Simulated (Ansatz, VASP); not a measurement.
## One calculation of Al, two programs

```xyz
2
Lattice="4.5467 0.0000 0.0000 -2.2734 3.9376 0.0000 0.0000 0.0000 2.7539" Properties=species:S:1:pos:R:3 pbc="T T T"
Al    0.0000    2.6251    1.3770
Al    2.2734    1.3125    1.3770
```

Alike in both runs: task relaxation of cell and atoms; functional r2SCAN; k mesh 7 × 7 × 10; occupations fermi-dirac, width 0.05 eV; no spin polarisation.

|  | VASP | Ansatz |
| --- | --- | --- |
| version | VASP 6.6.1 | Ansatz 0.2.0 |
| potentials or method | VASP PAW PBE potentials, release 64 (Al) | Ansatz PAW |
| plane-wave cutoff (eV) | 600 | 500 |
| valence electrons in the cell | 6 | 6 |

```tsv
	VASP	Ansatz	Ansatz less VASP
gap on the k mesh at the Fermi level, each at its own relaxed structure (eV)	none	none	-
relaxed volume (Å³/atom)	24.11	24.20	+0.085
relaxed cell length with the largest relative difference (Å)	4.521	4.526	+0.0054
```

VASP's potentials were made for PBE, not for r2SCAN. A gap of «none» marks a metal or a gap that the smearing closes.

Noted on Ansatz's run: the plane-wave basis is chosen anew once the cell has moved, so the energies of steps on either side of that aren't comparable.
